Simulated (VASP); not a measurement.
Runs of VASP 6.6.1 on BaS. The structure is that of space group F-43m (No. 216), or close to it. The cells are those of the table. 

```tsv
task	cell	gap on the mesh (eV)	pressure (GPa)
single point	a = 4.941 Å, angles 60.0°, 2 atoms	2.66	-0.2
single point	a = 4.935 Å, angles 60.0°, 2 atoms	2.66	(a)
electric field gradients	a = 4.905 Å, angles 60.0°, 2 atoms	2.69	0.5
single point	a = 4.905 Å, angles 60.0°, 2 atoms	2.69	0.5
```

Alike in all rows: level PBEsol; potentials or basis VASP PAW PBE potentials, release 64 (Ba_sv, S); no spin polarisation; cutoff (eV) 520.

Question: Estimate the missing entries.

Answer: (a) 0.0.

Caveats: the PAW data sets were made with another functional, which shifts forces and pressure a little; spin-orbit coupling is left out, which moves the levels of the heavy elements.

A k mesh can miss the band edges, and the runs leave out spin-orbit coupling on Ba.
